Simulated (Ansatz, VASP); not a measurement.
## SnO2 in VASP and in Ansatz

The input INCAR:

```
PREC     = Accurate       # precision mode
ENCUT    = 520            # plane-wave cutoff, eV
EDIFF    = 1E-8           # SCF threshold, eV
ISMEAR   = -1             # smearing method
SIGMA    = 0.02           # smearing width, eV
LREAL    = F              # projectors in reciprocal space
LASPH    = T              # aspherical terms in the spheres
NELM     = 100            # most SCF steps
ALGO     = Normal         # electronic algorithm
ISIF     = 2              # what is computed and relaxed
LWAVE    = F              # write WAVECAR
LCHARG   = F              # write CHGCAR
GGA      = PE             # functional
LEFG     = T            
NBANDS   = 64             # bands
```

KPOINTS

```
Automatic mesh
0
Gamma
  5 5 5
```

POSCAR

```
SnO2
1.0
   -3.2488970000      3.4144700000      3.4140210000
    3.2488970000     -3.4144700000      3.4140210000
    3.2488970000      3.4144700000     -3.4140210000
Sn O
4 8
Direct
    0.9964010000      0.2464010000      0.7500000000
    0.0035990000      0.7535990000      0.2500000000
    0.5000000000      0.5000000000      0.5000000000
    0.5000000000      0.0000000000      0.0000000000
    0.1935040000      0.1962260000      0.5027220000
    0.6975650000      0.7540600000      0.9435050000
    0.1935040000      0.6907820000      0.9972780000
    0.3105550000      0.7540600000      0.5564950000
    0.6894450000      0.2459400000      0.4435050000
    0.3024350000      0.2459400000      0.0564950000
    0.8064960000      0.3092180000      0.0027220000
    0.8064960000      0.8037740000      0.4972780000
```

Input for Ansatz:

```yaml
crystal:
  lattice:
    - [-3.248897, 3.41447, 3.414021]
    - [3.248897, -3.41447, 3.414021]
    - [3.248897, 3.41447, -3.414021]
  atoms:
    - { symbol: Sn, position: [0.996401, 0.246401, 0.75] }
    - { symbol: Sn, position: [0.003599, 0.753599, 0.25] }
    - { symbol: Sn, position: [0.5, 0.5, 0.5] }
    - { symbol: Sn, position: [0.5, 0.0, 0.0] }
    - { symbol: O, position: [0.193504, 0.196226, 0.502722] }
    - { symbol: O, position: [0.697565, 0.75406, 0.943505] }
    - { symbol: O, position: [0.193504, 0.690782, 0.997278] }
    - { symbol: O, position: [0.310555, 0.75406, 0.556495] }
    - { symbol: O, position: [0.689445, 0.24594, 0.443505] }
    - { symbol: O, position: [0.302435, 0.24594, 0.056495] }
    - { symbol: O, position: [0.806496, 0.309218, 0.002722] }
    - { symbol: O, position: [0.806496, 0.803774, 0.497278] }
kpoints:
  mp_grid: { grid: [5, 5, 5] }
scf:
  occupations: { method: fermi_dirac, width: 0.02 }
  mixing: { algorithm: msr1, beta: 0.9 }
hamiltonian:
  xc: pbe
  pseudopotentials: { kind: paw }
output:
  forces: true
  stress: true
  populations: true
  efg:
    quadrupole_moments_barn: { Sn: -0.132, O: -0.02558 }
    contact_densities: true
basis:
  xc_grid: 2
```

Alike in both runs: task electric field gradients; functional PBE; k mesh 5 × 5 × 5; occupations fermi-dirac, width 0.02 eV; no spin polarisation.

```csv
,VASP,Ansatz
version,VASP 6.6.1,Ansatz 0.2.0
potentials or method,"VASP PAW PBE potentials, release 64 (Sn_d, O)","plane-wave PAW, scalar-relativistic"
plane-wave cutoff (eV),520,420
valence electrons in the cell,104,104
```

```tsv
	VASP	Ansatz	Ansatz less VASP
pressure (GPa)	-0.2	-0.8	-0.59
traceless stress, the component that is largest in VASP (GPa)	-0.36	-0.56	-0.191
rms of the force components (eV/Å)	0.022	0.026	+0.0039
size of Vzz on the site where it differs most (V/Å²)	51.6	50.3	-1.38
```

Atom by atom the forces differ by 0.007 eV/Å (rms over components). One of these differences is far larger than is usual between the two programs; its cause wasn't traced. With one functional, cell and mesh, what is left measures potentials, basis and numerics.
